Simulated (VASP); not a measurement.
# NbCd3 (Pm-3m) in VASP: single point with PBE

Aim: the single point of NbCd3 with PBE.

All numbers are computed with VASP 6.6.1; they aren't measurements. Logs are shortened: lines on timing, memory, paths and dates and some standing lists are left out, and cuts for length are marked.

### 1 The cell of the first run

Symmetry: Pm-3m, No. 221, cubic system. Conventional cell: a = 4.215 Å, b = 4.215 Å, c = 4.215 Å, α = 90.00°, β = 90.00°, γ = 90.00°. Within 3.9 Å of Nb (site symmetry m-3m) lie 12 Cd at 2.98 Å. Within 3.9 Å of Cd (site symmetry 4/mmm) lie 4 Nb at 2.98 Å and 8 Cd at 2.98 Å.

### 2 Single point, PBE

INCAR reads:

```
SYSTEM = NbCd3
PREC = Accurate
ENCUT = 520
EDIFF = 1E-6
ISMEAR = -1
SIGMA = 0.1
LREAL = .False.
LASPH = .True.
NELM = 60
ALGO = Normal
ISIF = 2
LWAVE = .False.
LCHARG = .True.
GGA = PE
LELF = .True.
LVHAR = .True.
NBANDS = 32
```

KPOINTS reads:

```
regular mesh
0
Gamma
  5 5 5
  0 0 0
```

POSCAR reads:

```
NbCd3
1.0
    4.2150000000      0.0000000000      0.0000000000
    0.0000000000      4.2150000000      0.0000000000
    0.0000000000      0.0000000000      4.2150000000
Nb Cd
1 3
Direct
    0.0000000000      0.0000000000      0.0000000000
    0.0000000000      0.5000000000      0.5000000000
    0.5000000000      0.0000000000      0.5000000000
    0.5000000000      0.5000000000      0.0000000000
```

Potentials or basis: VASP PAW PBE potentials, release 64 (Nb_sv, Cd).

The run is started by

```console
> cat potpaw_PBE.64/Nb_sv/POTCAR potpaw_PBE.64/Cd/POTCAR > POTCAR
> mpirun -np 1 vasp_std > vasp.out
```

OUTCAR:

```text
SYSTEM = NbCd3
   PREC = Accurate
   ENCUT = 520
   EDIFF = 1E-6
   ISMEAR = -1
   LREAL = .False.
   LASPH = .True.
   NELM = 60
   ISIF = 2
   GGA = PE

 ion  position               nearest neighbor table
   1  0.000  0.000  0.000-   2 2.98   3 2.98   4 2.98   2 2.98   3 2.98   2 2.98   4 2.98   2 2.98
                             3 2.98   4 2.98   3 2.98   4 2.98
   2  0.000  0.500  0.500-   1 2.98   3 2.98   4 2.98   1 2.98   4 2.98   1 2.98   3 2.98   1 2.98
                             3 2.98   4 2.98   4 2.98   3 2.98
   3  0.500  0.000  0.500-   1 2.98   2 2.98   4 2.98   1 2.98   4 2.98   2 2.98   4 2.98   4 2.98
                             1 2.98   2 2.98   1 2.98   2 2.98
   4  0.500  0.500  0.000-   1 2.98   2 2.98   3 2.98   2 2.98   3 2.98   1 2.98   3 2.98   3 2.98
                             1 2.98   2 2.98   2 2.98   1 2.98

  LATTYP: Found a simple cubic cell.
 ALAT       =     4.2150000000

  Lattice vectors:

 A1 = (   4.2150000000,   0.0000000000,   0.0000000000)
 A2 = (   0.0000000000,   4.2150000000,   0.0000000000)
 A3 = (   0.0000000000,   0.0000000000,   4.2150000000)

Analysis of symmetry for initial positions (statically):
=====================================================================
 Subroutine PRICEL returns:
 Original cell was already a primitive cell.

 Routine SETGRP: Setting up the symmetry group for a
 simple cubic supercell.

 Subroutine GETGRP returns: Found 48 space group operations
 (whereof 48 operations were pure point group operations)
 out of a pool of 48 trial point group operations.

The static configuration has the point symmetry O_h .

Analysis of symmetry for dynamics (positions and initial velocities):
=====================================================================
 Subroutine PRICEL returns:
 Original cell was already a primitive cell.

 Routine SETGRP: Setting up the symmetry group for a
 simple cubic supercell.

 Subroutine GETGRP returns: Found 48 space group operations
 (whereof 48 operations were pure point group operations)
 out of a pool of 48 trial point group operations.

The dynamic configuration has the point symmetry O_h .

 Subroutine INISYM returns: Found 48 space group operations
 (whereof 48 operations are pure point group operations),
 and found     1 'primitive' translations

----------------------------------------------------------------------------------------

                                     Primitive cell

  volume of cell :      74.8846

  direct lattice vectors                    reciprocal lattice vectors
     4.215000000  0.000000000  0.000000000     0.237247924  0.000000000  0.000000000
     0.000000000  4.215000000  0.000000000     0.000000000  0.237247924  0.000000000
     0.000000000  0.000000000  4.215000000     0.000000000  0.000000000  0.237247924

  length of vectors
     4.215000000  4.215000000  4.215000000     0.237247924  0.237247924  0.237247924

  position of ions in fractional coordinates (direct lattice)
     0.000000000  0.000000000  0.000000000
     0.000000000  0.500000000  0.500000000
     0.500000000  0.000000000  0.500000000
     0.500000000  0.500000000  0.000000000

  ion indices of the primitive-cell ions
   primitive index   ion index
                 1           1
                 2           2
                 3           3
                 4           4

----------------------------------------------------------------------------------------

 KPOINTS: regular mesh

Automatic generation of k-mesh.
 Grid dimensions read from file:
 generate k-points for:    5    5    5

 Generating k-lattice:

  Cartesian coordinates                     Fractional coordinates (reciprocal lattice)
     0.047449585  0.000000000  0.000000000     0.200000000  0.000000000  0.000000000
     0.000000000  0.047449585  0.000000000     0.000000000  0.200000000  0.000000000
     0.000000000  0.000000000  0.047449585     0.000000000  0.000000000  0.200000000

  Length of vectors
     0.047449585  0.047449585  0.047449585

  Shift w.r.t. Gamma in fractional coordinates (k-lattice)
     0.000000000  0.000000000  0.000000000

 Subroutine IBZKPT returns following result:
 ===========================================

 Found     10 irreducible k-points:

 Following reciprocal coordinates:
            Coordinates               Weight
  0.000000  0.000000  0.000000      1.000000
  0.200000  0.000000  0.000000      6.000000
  0.400000  0.000000  0.000000      6.000000
  0.200000  0.200000  0.000000     12.000000
  0.400000  0.200000  0.000000     24.000000
  0.400000  0.400000  0.000000     12.000000
  0.200000  0.200000  0.200000      8.000000
  0.400000  0.200000  0.200000     24.000000
  0.400000  0.400000  0.200000     24.000000
  0.400000  0.400000  0.400000      8.000000
   k-points           NKPTS =     10   k-points in BZ     NKDIM =     10   number of bands    NBANDS=     32
   number of dos      NEDOS =    301   number of ions     NIONS =      4
   total plane-waves  NPLWV =  32768
   dimension x,y,z NGX =    32 NGY =   32 NGZ =   32
   dimension x,y,z NGXF=    64 NGYF=   64 NGZF=   64
   ions per type =               1   3
   NGX,Y,Z   is equivalent  to a cutoff of  12.62, 12.62, 12.62 a.u.
   NGXF,Y,Z  is equivalent  to a cutoff of  25.24, 25.24, 25.24 a.u.
 SYSTEM =  NbCd3
   PREC   = accura    normal or accurate (medium, high low for compatibility)
   ISTART =      0    job   : 0-new  1-cont  2-samecut
   ICHARG =      2    charge: 1-file 2-atom 10-const
   ISPIN  =      1    spin polarized calculation?
   LNONCOLLINEAR =      F non collinear calculations
   LSORBIT =      F    spin-orbit coupling
   LASPH  =      T    aspherical Exc in radial PAW
   ENCUT  =  520.0 eV  38.22 Ry    6.18 a.u.   7.84  7.84  7.84*2*pi/ulx,y,z
   NELM   =     60;   NELMIN=  2; NELMDL= -5     # of ELM steps
   EDIFF  = 0.1E-05   stopping-criterion for ELM
   LREAL  =      F    real-space projection
   EDIFFG = 0.1E-04   stopping-criterion for IOM
   NSW    =      0    number of steps for IOM
   IBRION =     -1    ionic relax: 0-MD 1-quasi-New 2-CG
   NFREE  =      0    steps in history (QN), initial steepest desc. (CG)
   ISIF   =      2    stress and relaxation
   ISYM   =      2    0-nonsym 1-usesym 2-fastsym
   POTIM  = 0.5000    time-step for ionic-motion
   TEBEG  =    0.0;   TEEND  =   0.0 temperature during run
   PSTRESS=    0.0 pullay stress
   NELECT =      49.0000    total number of electrons
   NUPDOWN=      -1.0000    fix difference up-down
   EMIN   =  10.00;   EMAX   =-10.00  energy-range for DOS
   EFERMI =   0.00;   METHOD = LEGACY
   ISMEAR =    -1;   SIGMA  =   0.10  broadening in eV -4-tet -1-fermi 0-gaus
   EFERMI_NEDOS =   21; number of points for ismear=-14 and -15
   IALGO  =     38    algorithm
   IMIX   =      4    mixing-type and parameters
     AMIX     =   0.40;   BMIX     =  1.00
     AMIX_MAG =   1.60;   BMIX_MAG =  1.00
  volume/ion in A,a.u.               =      18.72       126.34
  Fermi-wavevector in a.u.,A,eV,Ry     =   1.421268  2.685807 27.483802  2.020002
  Thomas-Fermi vector in A             =   2.542096
   LORBIT       =      0    0 simple, 1 ext, 2 COOP (PROOUT), +10 PAW based schemes
   GGA     = PE    functional components
   LHFCALC =     F    Hartree Fock is set to
   AEXX    =    0.0000 exact exchange contribution
   IVDW    =     0    specifies the selected vdW correction
   LEPSILON=     F    determine dielectric tensor
   LRPA    =     F    only Hartree local field effects (RPA)
 non-spin polarized calculation
  energy-cutoff  :      520.00
  volume of cell :       74.88
 maximum number of plane-waves:      2030
 NGX is ok and might be reduce to    32
   NGX = 15   NGY = 15   NGZ = 15

 number of electron      49.0000040 magnetization

 Free energy of the ion-electron system (eV)
  ---------------------------------------------------
  ext. energy  EPLUGINS =         0.00000000
  ---------------------------------------------------
  free energy    TOTEN  =       -11.77101729 eV

  energy without entropy =      -11.69185317  energy(sigma->0) =      -11.73143523

 E-fermi :   5.1795     XC(G=0): -11.9538

 val. band max:        5.1100498376   @ k =   0.2000   0.2000   0.2000
 cond. band min:       5.4896319155   @ k =   0.0000   0.0000   0.0000
 fundamental gap:      0.3795820778
 Fermi energy:         5.1794598998

 k-point     1 :       0.0000    0.0000    0.0000
  band No.  band energies     occupation
      1     -49.6052      2.00000
      2     -25.6746      2.00000
      3     -25.6746      2.00000
      4     -25.6746      2.00000
      5      -4.4582      2.00000
      6      -4.2298      2.00000
[... 24 lines left out ...]
     31      11.2436      0.00000
     32      12.9215      0.00000

 k-point     2 :       0.2000    0.0000    0.0000
  band No.  band energies     occupation
      1     -49.6050      2.00000
      2     -25.6827      2.00000
      3     -25.6750      2.00000
      4     -25.6750      2.00000
      5      -4.3183      2.00000
      6      -4.1761      2.00000
[... 24 lines left out ...]
     31      12.8987      0.00000
     32      12.8987      0.00000

 k-point     3 :       0.4000    0.0000    0.0000
  band No.  band energies     occupation
      1     -49.6046      2.00000
      2     -25.6957      2.00000
      3     -25.6756      2.00000
      4     -25.6756      2.00000
      5      -4.0714      2.00000
      6      -4.0260      2.00000
[... 24 lines left out ...]
     31      11.3110      0.00000
     32      11.3110      0.00000

 k-point     4 :       0.2000    0.2000    0.0000
  band No.  band energies     occupation
      1     -49.6048      2.00000
      2     -25.6836      2.00000
      3     -25.6814      2.00000
      4     -25.6754      2.00000
      5      -4.2103      2.00000
      6      -4.0897      2.00000
[... 24 lines left out ...]
     31      12.1168      0.00000
     32      13.3001      0.00000

 k-point     5 :       0.4000    0.2000    0.0000
  band No.  band energies     occupation
      1     -49.6044      2.00000
      2     -25.6946      2.00000
      3     -25.6821      2.00000
      4     -25.6759      2.00000
      5      -3.9762      2.00000
      6      -3.9516      2.00000
[... 24 lines left out ...]
     31      11.7548      0.00000
     32      12.7004      0.00000

 k-point     6 :       0.4000    0.4000    0.0000
  band No.  band energies     occupation
      1     -49.6041      2.00000
      2     -25.6930      2.00000
      3     -25.6921      2.00000
      4     -25.6764      2.00000
      5      -3.8402      2.00000
      6      -3.7780      2.00000
[... 24 lines left out ...]
     31      11.9535      0.00000
     32      12.9172      0.00000

 k-point     7 :       0.2000    0.2000    0.2000
  band No.  band energies     occupation
      1     -49.6045      2.00000
      2     -25.6844      2.00000
      3     -25.6811      2.00000
      4     -25.6811      2.00000
      5      -4.1819      2.00000
      6      -3.9590      2.00000
[... 24 lines left out ...]
     31      11.2359      0.00000
     32      13.3976      0.00000

 k-point     8 :       0.4000    0.2000    0.2000
  band No.  band energies     occupation
      1     -49.6042      2.00000
      2     -25.6934      2.00000
      3     -25.6828      2.00000
      4     -25.6807      2.00000
      5      -4.0404      2.00000
      6      -3.8358      2.00000
[... 24 lines left out ...]
     31      12.4339      0.00000
     32      13.2163      0.00000

 k-point     9 :       0.4000    0.4000    0.2000
  band No.  band energies     occupation
      1     -49.6039      2.00000
      2     -25.6918      2.00000
      3     -25.6909      2.00000
      4     -25.6812      2.00000
      5      -3.9837      2.00000
      6      -3.8145      2.00000
[... 24 lines left out ...]
     31      10.6624      0.00000
     32      12.5802      0.00000

 k-point    10 :       0.4000    0.4000    0.4000
  band No.  band energies     occupation
      1     -49.6037      2.00000
      2     -25.6901      2.00000
      3     -25.6888      2.00000
      4     -25.6888      2.00000
      5      -4.0817      2.00000
      6      -4.0175      2.00000
[... 24 lines left out ...]
     31       9.6408      0.00000
     32      10.7062      0.00000

------------------------ aborting loop because EDIFF is reached ----------------------------------------

  FORCE on cell =-STRESS in cart. coord.  units (eV):
  Direction    XX          YY          ZZ          XY          YZ          ZX
  --------------------------------------------------------------------------------------
  -------------------------------------------------------------------------------------
  Total        3.6880278      3.6880278      3.6880278     -0.0000000      0.0000000     -0.0000000
  in kB       78.9063638     78.9063638     78.9063638     -0.0000000      0.0000000     -0.0000000
  external PRESSURE =      78.9063638 kB  Pullay stress =       0.0000000 kB

 VOLUME and BASIS-vectors are now :
 -----------------------------------------------------------------------------
  energy-cutoff  :      520.00
  volume of cell :       74.88
      direct lattice vectors                 reciprocal lattice vectors
     4.215000000  0.000000000  0.000000000     0.237247924  0.000000000  0.000000000
     0.000000000  4.215000000  0.000000000     0.000000000  0.237247924  0.000000000
     0.000000000  0.000000000  4.215000000     0.000000000  0.000000000  0.237247924

 POSITION                                       TOTAL-FORCE (eV/Angst)
 -----------------------------------------------------------------------------------
      0.00000      0.00000      0.00000         0.000000      0.000000      0.000000
      0.00000      2.10750      2.10750         0.000000      0.000000      0.000000
      2.10750      0.00000      2.10750         0.000000      0.000000      0.000000
      2.10750      2.10750      0.00000         0.000000      0.000000      0.000000
 -----------------------------------------------------------------------------------
    total drift:                                0.000000     -0.000000     -0.000000

  FREE ENERGIE OF THE ION-ELECTRON SYSTEM (eV)
  ---------------------------------------------------
  free  energy   TOTEN  =       -11.7710172871 eV

  energy  without entropy=      -11.6918531719  energy(sigma->0) =      -11.73143523
```

Wall time 18 s (1 thread of AMD EPYC 7R43 (Zen 3), shared host); peak memory 0.14 GiB.

Results:

| Property | Result |
| --- | --- |
| Free energy | -11.7710 eV |
| Pressure | 7.9 GPa |

Levels at points of the mesh, in eV from the Fermi level:
| k point | band 22 | band 23 | band 24 | band 25 | band 26 | band 27 |
| --- | --- | --- | --- | --- | --- | --- |
| (0.00, 0.00, 0.00) | -0.84 | 0.31 | 0.31 | 0.31 | 1.37 | 1.37 |
